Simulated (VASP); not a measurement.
A run of VASP 6.6.1 is set up as follows.

INCAR

```
SYSTEM = Ru
PREC     = Accurate       ! precision mode
ENCUT    = 520            ! plane-wave cutoff, eV
EDIFF    = 1E-7           ! SCF threshold, eV
ISMEAR   = 0              ! smearing method
SIGMA    = 0.15           ! smearing width, eV
LREAL    = .FALSE.        ! projectors in reciprocal space
LASPH    = .TRUE.         ! aspherical terms in the spheres
NELM     = 100            ! most SCF steps
ALGO     = Fast           ! electronic algorithm
ISIF     = 2              ! what is computed and relaxed
LWAVE    = .FALSE.        ! write WAVECAR
LCHARG   = .FALSE.        ! write CHGCAR
GGA      = PE             ! functional
NBANDS   = 21             ! bands
```

KPOINTS

```
regular mesh
0
G
  24 24 14
  0 0 0
```

POSCAR

```
Ru
1.0
    2.5840238363      0.0000000000      0.0000000000
   -1.2920119181      2.2378302863      0.0000000000
    0.0000000000      0.0000000000      4.5116079713
Ru
2
Direct
    0.3333333333      0.6666666667      0.2500000000
    0.6666666667      0.3333333333      0.7500000000
```

Potentials or basis: VASP PAW PBE potentials, release 64 (Ru_pv).

The run is started by

```console
$ cat potpaw_PBE.64/Ru_pv/POTCAR > POTCAR
$ mpirun -np 1 vasp_std > vasp.out
```

(1) Estimate the pressure.

(2) Estimate the band gap on the k mesh.

## Answers

(1) 22.1 GPa.

(2) zero (bands 14 and 15 overlap by 3.21 eV).

Caveat: the cell differs from its parent crystal (strain -0.050 along x and y, +0.050 along z); the cell stands under pressure.
